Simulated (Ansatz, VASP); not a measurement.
**CdInC6N6: VASP beside Ansatz**

File INCAR:

```
SYSTEM = CdInC6N6
PREC = Accurate
ENCUT = 520
EDIFF = 1E-6
ISMEAR = 0
SIGMA = 0.1
LREAL = .FALSE.
LASPH = .TRUE.
NELM = 150
ALGO = Normal
ISIF = 2
LWAVE = .FALSE.
LCHARG = .FALSE.
ISPIN = 2
MAGMOM = 0 0 1 1 1 1 1 1 1 1 1 1 1 1
LORBIT = 11
GGA = PE
NBANDS = 56
```

File KPOINTS:

```
Automatic mesh
0
G
  4 4 4
  0 0 0
```

Contents of POSCAR:

```
CdInC6N6
1.0
    0.0000000000      5.7592769561      5.7592769561
    5.7592769561      0.0000000000      5.7592769561
    5.7592769561      5.7592769561      0.0000000000
Cd In C N
1 1 6 6
Direct
    0.5000000000      0.5000000000      0.5000000000
    0.0000000000      0.0000000000      0.0000000000
    0.8005701689      0.1994298311      0.1994298311
    0.1994298311      0.8005701689      0.1994298311
    0.1994298311      0.1994298311      0.8005701689
    0.1994298311      0.8005701689      0.8005701689
    0.8005701689      0.1994298311      0.8005701689
    0.8005701689      0.8005701689      0.1994298311
    0.6995675967      0.3004324033      0.3004324033
    0.3004324033      0.6995675967      0.3004324033
    0.3004324033      0.3004324033      0.6995675967
    0.3004324033      0.6995675967      0.6995675967
    0.6995675967      0.3004324033      0.6995675967
    0.6995675967      0.6995675967      0.3004324033
```

Input for Ansatz:

```yaml
crystal:
  lattice:
    - [0.0, 5.7592769561, 5.7592769561]
    - [5.7592769561, 0.0, 5.7592769561]
    - [5.7592769561, 5.7592769561, 0.0]
  atoms:
    - { symbol: Cd, position: [0.5, 0.5, 0.5] }
    - { symbol: In, position: [0.0, 0.0, 0.0] }
    - { symbol: C, position: [0.8005701689, 0.1994298311, 0.1994298311], spin: 1.0 }
    - { symbol: C, position: [0.1994298311, 0.8005701689, 0.1994298311], spin: 1.0 }
    - { symbol: C, position: [0.1994298311, 0.1994298311, 0.8005701689], spin: 1.0 }
    - { symbol: C, position: [0.1994298311, 0.8005701689, 0.8005701689], spin: 1.0 }
    - { symbol: C, position: [0.8005701689, 0.1994298311, 0.8005701689], spin: 1.0 }
    - { symbol: C, position: [0.8005701689, 0.8005701689, 0.1994298311], spin: 1.0 }
    - { symbol: "N", position: [0.6995675967, 0.3004324033, 0.3004324033], spin: 1.0 }
    - { symbol: "N", position: [0.3004324033, 0.6995675967, 0.3004324033], spin: 1.0 }
    - { symbol: "N", position: [0.3004324033, 0.3004324033, 0.6995675967], spin: 1.0 }
    - { symbol: "N", position: [0.3004324033, 0.6995675967, 0.6995675967], spin: 1.0 }
    - { symbol: "N", position: [0.6995675967, 0.3004324033, 0.6995675967], spin: 1.0 }
    - { symbol: "N", position: [0.6995675967, 0.6995675967, 0.3004324033], spin: 1.0 }
basis:
  ecutwfc: 420
kpoints:
  mp_grid: { grid: [4, 4, 4] }
hamiltonian:
  xc: pbe
scf:
  occupations: { method: gaussian, width: 0.1 }
  lower_state_search: "off"
output:
  forces: true
  stress: true
  eigenvalues: true
  populations: true
magnetization:
  spin_polarized: true
```

Alike in both runs: task single point; functional PBE; k mesh 4 × 4 × 4; occupations gaussian, width 0.1 eV; collinear spin.

|  | VASP | Ansatz |
| --- | --- | --- |
| version | VASP 6.6.1 | Ansatz 0.2.0 |
| potentials or method | VASP PAW PBE potentials, release 64 (Cd, In_d, C, N), cutoff 520 eV | scalar-relativistic, plane waves, PAW |
| valence electrons in the cell | 79 | 87 |

Ansatz gave:

| Property | Result |
| --- | --- |
| gap on the k mesh at the Fermi level (eV) | none |
| pressure (GPa) | 0.3 |
| rms of the force components (eV/Å) | 0.011 |
| net moment per atom (μB) | 0.04 |
| size of the moment on the site where the two differ most (μB) | 0.02 |

Problem. Estimate VASP's values.

Solution. gap on the k mesh at the Fermi level (eV): none; pressure (GPa): 0.7; rms of the force components (eV/Å): 0.213; net moment per atom (μB): 0.04; size of the moment on the site where the two differ most (μB): 0.04.

Site moments also hang on the region over which each program counts them. Atom by atom the forces differ by 0.219 eV/Å (rms over components). A gap of «none» marks a metal or a gap that the smearing closes. One of these differences is far larger than is usual between the two programs; its cause wasn't traced. VASP's potentials hold 79 valence electrons a cell and Ansatz's 87, so a difference there can come from the potentials and not from the codes. Ansatz's warnings: seeded moment not kept.

Noted on VASP's run: the standard files for N, O and F lose accuracy on very short bonds.
